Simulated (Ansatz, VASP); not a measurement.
## Two plane-wave programs on Ga3Se

```xyz
4
Lattice="4.4325 0.0000 0.0000 0.0000 4.4325 0.0000 0.0000 0.0000 4.4325" Properties=species:S:1:pos:R:3 pbc="T T T"
Ga    0.0000    2.2162    2.2162
Ga    2.2162    0.0000    2.2162
Ga    2.2162    2.2162    0.0000
Se    0.0000    0.0000    0.0000
```

Alike in both runs: task single point; functional PBE; k mesh 2 × 2 × 2; occupations gaussian, width 0.1 eV; no spin polarisation.

|  | VASP | Ansatz |
| --- | --- | --- |
| version | VASP 6.6.1 | Ansatz 0.2.0 |
| potentials or method | VASP PAW PBE potentials, release 64 (Ga_d, Se), cutoff 520 eV | scalar-relativistic, plane waves, PAW |
| valence electrons in the cell | 45 | 55 |

```csv
,VASP,Ansatz,Ansatz less VASP
gap on the k mesh at the Fermi level (eV),none,none,-
pressure (GPa),4.0,4.0,-0.07
```

A gap of «none» marks a metal or a gap that the smearing closes. VASP's potentials hold 45 valence electrons a cell and Ansatz's 55, so a difference there can come from the potentials and not from the codes.

The k mesh is coarse, so the values compare programs but aren't converged.
